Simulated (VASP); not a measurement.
AlGa3N4:

```
CELL_PARAMETERS angstrom
4.46757 0.00000 0.00000
0.00000 4.46757 0.00000
0.00000 0.00000 4.46757
ATOMIC_POSITIONS crystal
Al 0.00000 0.00000 0.00000
Ga 0.50000 0.50000 0.00000
Ga 0.50000 0.00000 0.50000
Ga 0.00000 0.50000 0.50000
N 0.75503 0.75503 0.24497
N 0.75503 0.24497 0.75503
N 0.24497 0.75503 0.75503
N 0.24497 0.24497 0.24497
```

```yaml
Program: VASP 6.6.1
Task: relaxation of cell and atoms
Functional: LDA
Potentials_or_basis: VASP PAW LDA potentials, release 64 (Al, Ga_d, N)
Cutoff: 600 eV
k_mesh: 6 × 6 × 6
Occupations: gaussian, width 0.01 eV
Spin: no spin polarisation
```

At the start: pressure -4.5 GPa; volume 11.15 Å³/atom.

**Question.** How do energy, volume and symmetry change on relaxing?

**Answer.** Over 8 steps the energy falls by 3.7 meV/atom and the volume is 10.89 Å³/atom (-2.3 %); space group P-43m (No. 215, to 0.05 Å).

Step by step:
```csv
step,energy change (eV),largest force (eV/Å),pressure (GPa),volume (Å³)
1,0.0000,0.0181,-4.52,89.17
2,-0.0002,0.0140,4.85,85.17
3,-0.0292,0.0035,-0.02,87.14
4,-0.0292,0.0031,0.07,87.10
5,-0.0292,0.0000,-0.09,87.15
6,-0.0292,0.0011,0.00,87.13
7,-0.0292,0.0014,0.00,87.13
8,-0.0292,0.0003,-0.01,87.13
```

Final structure:
```
CELL_PARAMETERS angstrom
4.43327 0.00000 0.00000
0.00000 4.43327 0.00000
0.00000 0.00000 4.43327
ATOMIC_POSITIONS crystal
Al 0.00000 0.00000 0.00000
Ga 0.50000 0.50000 0.00000
Ga 0.50000 0.00000 0.50000
Ga 0.00000 0.50000 0.50000
N 0.75496 0.75496 0.24504
N 0.75496 0.24504 0.75496
N 0.24504 0.75496 0.75496
N 0.24504 0.24504 0.24504
```
